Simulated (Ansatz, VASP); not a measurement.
# SiO2: VASP beside Ansatz

```xyz
6
Lattice="4.1773 0.0000 0.0000 0.0000 4.1773 0.0000 0.0000 0.0000 2.6652" Properties=species:S:1:pos:R:3 pbc="T T T"
Si    0.0000    0.0000    0.0000
Si    2.0886    2.0886    1.3326
O     1.2778    1.2778    0.0000
O     0.8108    3.3665    1.3326
O     2.8995    2.8995    0.0000
O     3.3665    0.8108    1.3326
```

Alike in both runs: task relaxation of cell and atoms; functional r2SCAN; dispersion D4; k mesh 6 × 6 × 8; no spin polarisation.

```csv
,VASP,Ansatz
version,VASP 6.6.1,Ansatz 0.2.0
potentials or method,"VASP PAW PBE potentials, release 64 (Si, O)","plane waves, PAW"
plane-wave cutoff (eV),600,500
occupations,"gaussian, width 0.01 eV",fixed
valence electrons in the cell,32,32
```

```tsv
	VASP	Ansatz	Ansatz less VASP
relaxed volume (Å³/atom)	7.74	7.74	+0.005
relaxed length of the cell vector where the two differ most in proportion (Å)	2.669	2.665	-0.0035
```

VASP's potentials were made for PBE, not for r2SCAN.
